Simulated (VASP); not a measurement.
Set up this calculation in VASP 6.6.1, as the native input.

```yaml
Task: single point
Functional: LDA
Potentials_or_basis: VASP PAW LDA potentials, release 64 (Si, Al)
Cutoff: 520 eV
k_mesh: 2 × 2 × 2
Occupations: gaussian, width 0.05 eV
Spin: collinear spin, zero start
Starting_moments: "[0.0, 0.0, 0.0, 0.0, 0.0, 0.0, 0.0, 0.0, 0.0, 0.0, 0.0, 0.0, 0.0, 0.0, 0.0, 0.0, 0.0] μB"
Dipole_correction: no
Further_INCAR_settings: LREAL = Auto; ALGO = Normal; EDIFF = 1e-06; NBANDS = 52
```

The structure of AlSi16 (a cell with a defect) lies in POSCAR:

```
AlSi16
1.0
    0.0000000000      5.4300000000      5.4300000000
    5.4300000000      0.0000000000      5.4300000000
    5.4300000000      5.4300000000      0.0000000000
Si Al
16 1
Direct
   -0.0428363720      0.0137667587      0.0144312155
    0.1190526703      0.1136865562      0.1139453039
    0.0048610497     -0.0148932781      0.5049765193
    0.1190032228      0.1136930939      0.6533148250
    0.0048873849      0.5045908840     -0.0145109576
    0.1189898711      0.6528661142      0.1140545120
    0.0048738490      0.5046057090      0.5049705341
    0.1580357274      0.6136613260      0.6140998158
    0.4954445672     -0.0012661142     -0.0019230203
    0.5877777164      0.1379232044      0.1373114180
    0.4954524862     -0.0012552486      0.5080300184
    0.6315020258      0.1198145488      0.6244985267
    0.4955062615      0.5085893186     -0.0018885820
    0.6315348987      0.6251507366      0.1191210866
    0.5290337937      0.4908822284      0.4901982505
    0.6315326888      0.6251509208      0.6245056169
    1.1745316759      0.2745935543      0.2753174954
```

One way to write it, as run:

INCAR

```
  PREC = Accurate
  ENCUT = 520
  EDIFF = 1E-6
  ISMEAR = 0
  SIGMA = 0.05
  LREAL = Auto
  LASPH = T
  NELM = 150
  ALGO = Normal
  ISIF = 2
  LWAVE = F
  LCHARG = T
  ISPIN = 2
  MAGMOM = 0 0 0 0 0 0 0 0 0 0 0 0 0 0 0 0 0
  LORBIT = 11
  GGA = CA
  LELF = T
  LVHAR = T
  NBANDS = 52
```

KPOINTS

```
regular mesh
0
Gamma
  2 2 2
```

Potentials or basis: VASP PAW LDA potentials, release 64 (Si, Al).

Run with:

```bash
$ cat potpaw_LDA.64/Si/POTCAR potpaw_LDA.64/Al/POTCAR > POTCAR
$ mpirun -np 1 vasp_std > vasp.out
```

It gave:

```json
{
 "Pressure": "1.7 GPa",
 "Largest force": "0.710 eV/Å",
 "Net moment": "0.00 μB per cell",
 "Valence electrons inside the program's atomic spheres": "Si 1.75, 1.71, 1.69, 1.70, 1.72 (each value once); Al 0.87"
}
```

Caveat: the k points lie up to 0.50 Å⁻¹ apart; no moment was typed at the start, so none could form.

It took 5.8 min on 1 thread of AMD EPYC 9R45 96-Core Processor (Zen 5) (shared host), peak memory 0.44 GiB.
